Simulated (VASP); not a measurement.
# Mo (Im-3m) in VASP: further runs, part 2 of 2

VASP 6.6.1. The steps go on from the part before.

### Step 4. Relaxation of cell and atoms, LDA

INCAR reads:

```
SYSTEM = Mo
PREC     = Accurate       ! precision mode
ENCUT    = 600            ! plane-wave cutoff, eV
EDIFF    = 1E-6           ! SCF threshold, eV
ISMEAR   = -1             ! smearing method
SIGMA    = 0.15           ! smearing width, eV
LREAL    = .FALSE.        ! projectors in reciprocal space
LASPH    = .TRUE.         ! aspherical terms in the spheres
NELM     = 100            ! most SCF steps
ALGO     = Fast           ! electronic algorithm
ISIF     = 3              ! what is computed and relaxed
LWAVE    = .FALSE.        ! write WAVECAR
LCHARG   = .FALSE.        ! write CHGCAR
GGA      = CA             ! functional
IBRION   = 2              ! ionic algorithm
NSW      = 80             ! ionic steps
EDIFFG   = -0.001         ! ionic threshold
```

KPOINTS reads:

```
Automatic mesh
0
G
  18 18 18
  0 0 0
```

POSCAR reads:

```
Mo
1.0
   -1.5554689552      1.5554689552      1.5554689552
    1.5554689552     -1.5554689552      1.5554689552
    1.5554689552      1.5554689552     -1.5554689552
Mo
1
Direct
    0.0000000000      0.0000000000      0.0000000000
```

Potentials or basis: VASP PAW LDA potentials, release 64 (Mo_sv).

The run is started by

```console
cat potpaw_LDA.64/Mo_sv/POTCAR > POTCAR
mpirun -np 1 vasp_std > vasp.out
```

OUTCAR:

```text
SYSTEM = Mo
   PREC = Accurate
   ENCUT = 600
   EDIFF = 1E-6
   ISMEAR = -1
   LREAL = .FALSE.
   LASPH = .TRUE.
   NELM = 100
   ISIF = 3
   GGA = CA
   IBRION = 2
   NSW = 80
   EDIFFG = -0.001

 ion  position               nearest neighbor table
   1  0.000  0.000  0.000-

  LATTYP: Found a body centered cubic cell.
 ALAT       =     3.1109379104

  Lattice vectors:

 A1 = (  -1.5554689552,   1.5554689552,   1.5554689552)
 A2 = (   1.5554689552,  -1.5554689552,   1.5554689552)
 A3 = (   1.5554689552,   1.5554689552,  -1.5554689552)

Analysis of symmetry for initial positions (statically):
=====================================================================
 Subroutine PRICEL returns:
 Original cell was already a primitive cell.

 Routine SETGRP: Setting up the symmetry group for a
 body centered cubic supercell.

 Subroutine GETGRP returns: Found 48 space group operations
 (whereof 48 operations were pure point group operations)
 out of a pool of 48 trial point group operations.

The static configuration has the point symmetry O_h .

Analysis of symmetry for dynamics (positions and initial velocities):
=====================================================================
 Subroutine PRICEL returns:
 Original cell was already a primitive cell.

 Routine SETGRP: Setting up the symmetry group for a
 body centered cubic supercell.

 Subroutine GETGRP returns: Found 48 space group operations
 (whereof 48 operations were pure point group operations)
 out of a pool of 48 trial point group operations.

The dynamic configuration has the point symmetry O_h .

 Subroutine INISYM returns: Found 48 space group operations
 (whereof 48 operations are pure point group operations),
 and found     1 'primitive' translations

----------------------------------------------------------------------------------------

                                     Primitive cell

  volume of cell :      15.0537

  direct lattice vectors                    reciprocal lattice vectors
    -1.555468955  1.555468955  1.555468955     0.000000000  0.321446467  0.321446467
     1.555468955 -1.555468955  1.555468955     0.321446467  0.000000000  0.321446467
     1.555468955  1.555468955 -1.555468955     0.321446467  0.321446467  0.000000000

  length of vectors
     2.694151260  2.694151260  2.694151260     0.454593953  0.454593953  0.454593953

  position of ions in fractional coordinates (direct lattice)
     0.000000000  0.000000000  0.000000000

  ion indices of the primitive-cell ions
   primitive index   ion index
                 1           1

----------------------------------------------------------------------------------------

 KPOINTS: Automatic mesh

Automatic generation of k-mesh.
 Grid dimensions read from file:
 generate k-points for:   18   18   18

 Generating k-lattice:

  Cartesian coordinates                     Fractional coordinates (reciprocal lattice)
     0.000000000  0.017858137  0.017858137     0.055555556  0.000000000  0.000000000
     0.017858137  0.000000000  0.017858137     0.000000000  0.055555556  0.000000000
     0.017858137  0.017858137  0.000000000     0.000000000  0.000000000  0.055555556
[... 56 lines left out ...]
   NELM   =    100;   NELMIN=  2; NELMDL= -5     # of ELM steps
   EDIFF  = 0.1E-05   stopping-criterion for ELM
   LREAL  =      F    real-space projection
   EDIFFG = -.1E-02   stopping-criterion for IOM
   NSW    =     80    number of steps for IOM
   IBRION =      2    ionic relax: 0-MD 1-quasi-New 2-CG
   NFREE  =      1    steps in history (QN), initial steepest desc. (CG)
   ISIF   =      3    stress and relaxation
   ISYM   =      2    0-nonsym 1-usesym 2-fastsym
   POTIM  = 0.5000    time-step for ionic-motion
   TEBEG  =    0.0;   TEEND  =   0.0 temperature during run
   PSTRESS=    0.0 pullay stress
   NELECT =      14.0000    total number of electrons
   NUPDOWN=      -1.0000    fix difference up-down
   EMIN   =  10.00;   EMAX   =-10.00  energy-range for DOS
   EFERMI =   0.00;   METHOD = LEGACY
   ISMEAR =    -1;   SIGMA  =   0.15  broadening in eV -4-tet -1-fermi 0-gaus
   EFERMI_NEDOS =   21; number of points for ismear=-14 and -15
   IALGO  =     68    algorithm
   IMIX   =      4    mixing-type and parameters
     AMIX     =   0.40;   BMIX     =  1.00
     AMIX_MAG =   1.60;   BMIX_MAG =  1.00
  volume/ion in A,a.u.               =      15.05       101.59
  Fermi-wavevector in a.u.,A,eV,Ry     =   1.597973  3.019732 34.742727  2.553518
  Thomas-Fermi vector in A             =   2.695496
   LORBIT       =      0    0 simple, 1 ext, 2 COOP (PROOUT), +10 PAW based schemes
   GGA     = CA    functional components
   LHFCALC =     F    Hartree Fock is set to
   AEXX    =    0.0000 exact exchange contribution
   IVDW    =     0    specifies the selected vdW correction
   LEPSILON=     F    determine dielectric tensor
   LRPA    =     F    only Hartree local field effects (RPA)
 conjugate gradient relaxation of ions
 non-spin polarized calculation
 RMM-DIIS sequential band-by-band and
  energy-cutoff  :      600.00
  volume of cell :       15.05
 maximum number of plane-waves:       531
 NGX is ok and might be reduce to    24
   NGX = 11   NGY = 11   NGZ = 11

--------------------------------------- Ionic step        1  -------------------------------------------

 number of electron      13.9999999 magnetization

 Free energy of the ion-electron system (eV)
  ---------------------------------------------------
  ext. energy  EPLUGINS =         0.00000000
  ---------------------------------------------------
  free energy    TOTEN  =       -12.15222982 eV

  energy without entropy =      -12.10216976  energy(sigma->0) =      -12.12719979

------------------------ aborting loop because EDIFF is reached ----------------------------------------

  FORCE on cell =-STRESS in cart. coord.  units (eV):
  Direction    XX          YY          ZZ          XY          YZ          ZX
  --------------------------------------------------------------------------------------
  -------------------------------------------------------------------------------------
  Total        0.1523592      0.1523592      0.1523592      0.0000000     -0.0000000      0.0000000
  in kB       16.2156797     16.2156797     16.2156797      0.0000000     -0.0000000      0.0000000
  external PRESSURE =      16.2156797 kB  Pullay stress =       0.0000000 kB
[... 86 lines left out ...]
  FREE ENERGIE OF THE ION-ELECTRON SYSTEM (eV)
  ---------------------------------------------------
  free  energy   TOTEN  =       -12.1525995164 eV

  energy  without entropy=      -12.1023698749  energy(sigma->0) =      -12.12748470

[... ionic steps 4 to 22 ...]

--------------------------------------- Ionic step       23  -------------------------------------------

 number of electron      13.9999999 magnetization

------------------------ aborting loop because EDIFF is reached ----------------------------------------
[... 65 lines left out ...]
--------------------------------------- Ionic step       25  -------------------------------------------

 number of electron      13.9999999 magnetization

 Free energy of the ion-electron system (eV)
  ---------------------------------------------------
  ext. energy  EPLUGINS =         0.00000000
  ---------------------------------------------------
  free energy    TOTEN  =       -12.15259980 eV

  energy without entropy =      -12.10237437  energy(sigma->0) =      -12.12748709

 E-fermi :  12.9951     XC(G=0): -13.7852

 val. band max:       12.9651672009   @ k =  -0.4444   0.5000   0.2778
 cond. band min:      13.0208710733   @ k =  -0.3889   0.4444   0.2778
 fundamental gap:      0.0557038724
 Fermi energy:        12.9951068313

 k-point     1 :       0.0000    0.0000    0.0000
  band No.  band energies     occupation
      1     -47.9400      2.00000
      2     -21.3012      2.00000
      3     -21.3012      2.00000
      4     -21.3012      2.00000
      5       5.6686      2.00000
      6      11.5615      1.99986
      7      11.5615      1.99986
      8      11.5615      1.99986
      9      14.6863      0.00003
     10      14.6863      0.00003
     11      27.8694      0.00000
[... 309 lines left out ...]
 k-point    24 :       0.3889    0.1111    0.0000
  band No.  band energies     occupation
      1     -47.6307      2.00000
      2     -22.7784      2.00000
      3     -21.8451      2.00000
      4     -21.3842      2.00000
      5       7.9002      2.00000
      6       9.5998      2.00000
      7      13.0801      0.72417
      8      14.6125      0.00004
      9      15.8199      0.00000
     10      18.6781      0.00000
     11      25.1312      0.00000

 [... further k-points ...]
[... 5 lines left out ...]
  --------------------------------------------------------------------------------------
  -------------------------------------------------------------------------------------
  Total       -0.0008783     -0.0008783     -0.0008783      0.0000000     -0.0000000     -0.0000000
  in kB       -0.0929951     -0.0929951     -0.0929951      0.0000000     -0.0000000     -0.0000000
  external PRESSURE =      -0.0929951 kB  Pullay stress =       0.0000000 kB
[... 16 lines left out ...]
  FREE ENERGIE OF THE ION-ELECTRON SYSTEM (eV)
  ---------------------------------------------------
  free  energy   TOTEN  =       -12.1525998015 eV

  energy  without entropy=      -12.1023743719  energy(sigma->0) =      -12.12748709

 reached required accuracy - stopping structural energy minimisation
```

Run time: 1.7 min. Hardware: 1 thread of Intel Xeon Platinum 8488C (Sapphire Rapids), shared host; peak memory 0.17 GiB.

What came out:

- Free energy: -12.1526 eV
- Relaxed volume: 15.13 Å³/atom
- Relaxed cell: a = 2.699 Å, b = 2.699 Å, c = 2.699 Å, α = 109.47°, β = 109.47°, γ = 109.47°
- Space group after relaxing (to 0.05 Å): Im-3m (No. 229)
- Energy gained by relaxing: 0.4 meV/atom
- Ionic steps: 25
- Pressure after relaxing: 0.0 GPa
- Band gap on the k mesh: zero (band 7 reaches 17.20 eV, above the bottom of band 8 at 11.56 eV)

Step by step:
```csv
step,energy change (eV),largest force (eV/Å),pressure (GPa),volume (Å³)
1,0.0000,0.0000,1.62,15.05
2,0.0035,0.0000,-4.75,15.39
3,-0.0004,0.0000,-0.03,15.13
4,-0.0004,0.0000,-0.02,15.13
5,-0.0004,0.0000,0.02,15.13
6,-0.0004,0.0000,0.01,15.13
7,-0.0004,0.0000,0.04,15.13
8,-0.0004,0.0000,0.03,15.13
9,-0.0004,0.0000,0.03,15.13
10,-0.0004,0.0000,0.03,15.13
11,-0.0004,0.0000,0.03,15.13
12,-0.0004,0.0000,0.03,15.13
13,-0.0004,0.0000,0.03,15.13
14,-0.0004,0.0000,0.03,15.13
15,-0.0004,0.0000,0.04,15.13
16,-0.0004,0.0000,0.03,15.13
17,-0.0004,0.0000,0.04,15.13
18,-0.0004,0.0000,0.06,15.13
19,-0.0004,0.0000,-0.02,15.13
20,-0.0004,0.0000,-0.06,15.13
21,-0.0004,0.0000,-0.06,15.13
22,-0.0004,0.0000,-0.04,15.13
23,-0.0004,0.0000,-0.03,15.13
24,-0.0004,0.0000,-0.02,15.13
25,-0.0004,0.0000,-0.01,15.13
```

Final structure:
```cif
data_structure
_symmetry_space_group_name_H-M 'P 1'
_symmetry_Int_Tables_number 1
_cell_length_a 2.6988
_cell_length_b 2.6988
_cell_length_c 2.6988
_cell_angle_alpha 109.471
_cell_angle_beta 109.471
_cell_angle_gamma 109.471
_cell_volume 15.13
loop_
_atom_site_label
_atom_site_type_symbol
_atom_site_fract_x
_atom_site_fract_y
_atom_site_fract_z
_atom_site_occupancy
Mo1 Mo 0.00000 0.00000 0.00000 1
```

### Step 5. Single point, LDA

INCAR reads:

```
SYSTEM = Mo
PREC = Accurate
ENCUT = 520
EDIFF = 1E-7
ISMEAR = 0
SIGMA = 0.1
LREAL = .FALSE.
LASPH = .TRUE.
NELM = 100
ALGO = Normal
ISIF = 2
LWAVE = .FALSE.
LCHARG = .FALSE.
GGA = CA
NBANDS = 13
```

KPOINTS reads:

```
regular mesh
0
G
  8 8 8
  0 0 0
```

POSCAR reads:

```
Mo
1.0
   -1.5561832938      1.5561832938      1.5561832938
    1.5561832938     -1.5561832938      1.5561832938
    1.5561832938      1.5561832938     -1.5561832938
Mo
1
Direct
    0.0000000000      0.0000000000      0.0000000000
```

The run is started by

```console
cat potpaw_LDA.64/Mo_sv/POTCAR > POTCAR
mpirun -np 1 vasp_std > vasp.out
```

It took 3.4 s on 1 thread of Intel Xeon 6975P-C, shared host; peak memory 0.12 GiB.

The run converged. Its results:

- Free energy: -12.1071 eV
- Pressure: 1.3 GPa
- Band gap on the k mesh: zero (band 7 reaches 17.29 eV, above the bottom of band 8 at 11.62 eV)

Levels at points of the mesh, in eV from the Fermi level:
| k point | band 5 | band 6 | band 7 | band 8 | band 9 | band 10 |
| --- | --- | --- | --- | --- | --- | --- |
| (0.00, 0.00, 0.00) | -7.24 | -1.34 | -1.34 | -1.34 | 1.80 | 1.80 |
| (0.50, 0.00, 0.00) | -5.45 | -3.48 | 1.86 | 1.93 | 2.51 | 5.15 |
| (0.50, 0.50, 0.50) | -5.65 | -5.65 | 4.33 | 4.33 | 4.33 | 9.44 |

### Step 6. Single point, LDA

INCAR reads:

```
PREC = Accurate
ENCUT = 520
EDIFF = 1E-6
ISMEAR = 0
SIGMA = 0.1
LREAL = False
LASPH = True
NELM = 60
ALGO = Normal
ISIF = 2
LWAVE = False
LCHARG = True
LELF = True
LVHAR = True
NBANDS = 13
```

KPOINTS reads:

```
regular mesh
0
Gamma
  16 16 16
```

POSCAR reads:

```
Mo
1.0
   -1.5554689540      1.5554689540      1.5554689540
    1.5554689540     -1.5554689540      1.5554689540
    1.5554689540      1.5554689540     -1.5554689540
Mo
1
Direct
    0.0000000000      0.0000000000      0.0000000000
```

Potentials or basis: VASP PAW LDA potentials, release 64 (Mo_sv).

The run is started by

```console
cat potpaw_LDA.64/Mo_sv/POTCAR > POTCAR
mpirun -np 1 vasp_std > vasp.out
```

Wall time 13 s (1 thread of Intel Xeon 6975P-C, shared host); peak memory 0.13 GiB.

It converged, with:

* Free energy: -12.1369 eV
* Pressure: 1.2 GPa
* Band gap on the k mesh: zero (band 7 reaches 17.32 eV, above the bottom of band 8 at 11.64 eV)

Levels at points of the mesh, in eV from the Fermi level:
```
           k point  band 5  band 6  band 7  band 8  band 9  band 10
(0.00, 0.00, 0.00)   -7.37   -1.46   -1.46   -1.46    1.68     1.68
(0.50, 0.00, 0.00)   -5.59   -3.61    1.74    1.81    2.39     5.04
(0.50, 0.50, 0.50)   -5.78   -5.78    4.22    4.22    4.22     9.33
```

### Step 7. Overview

| task | cell | k mesh | cutoff (eV) | smearing | gap on the mesh (eV) | pressure (GPa) | relaxed volume (Å³/atom) |
| --- | --- | --- | --- | --- | --- | --- | --- |
| single point | a = 2.695 Å, angles 109.5°, 1 atom | 18 × 18 × 18 | 520 | fermi-dirac 0.15 eV | none | 1.2 | - |
| relaxation of cell and atoms | relaxed from a = 2.695 Å, angles 109.5°, 1 atom | 16 × 16 × 16 | 600 | gaussian 0.1 eV | none | 0.0 | 15.11 |
| relaxation of cell and atoms | relaxed from a = 2.694 Å, angles 109.5°, 1 atom | 18 × 18 × 18 | 600 | fermi-dirac 0.15 eV | none | 0.0 | 15.13 |
| single point | a = 2.695 Å, angles 109.5°, 1 atom | 8 × 8 × 8 | 520 | gaussian 0.1 eV | none | 1.3 | - |
| single point | a = 2.694 Å, angles 109.5°, 1 atom | 16 × 16 × 16 | 520 | gaussian 0.1 eV | none | 1.2 | - |

Alike in all rows: level LDA; potentials or basis VASP PAW LDA potentials, release 64 (Mo_sv); no spin polarisation.

Every run on the cell as given and a fine mesh finds a metal.

Total energies depend on the potentials used, so only differences within one code and one set of settings carry meaning.
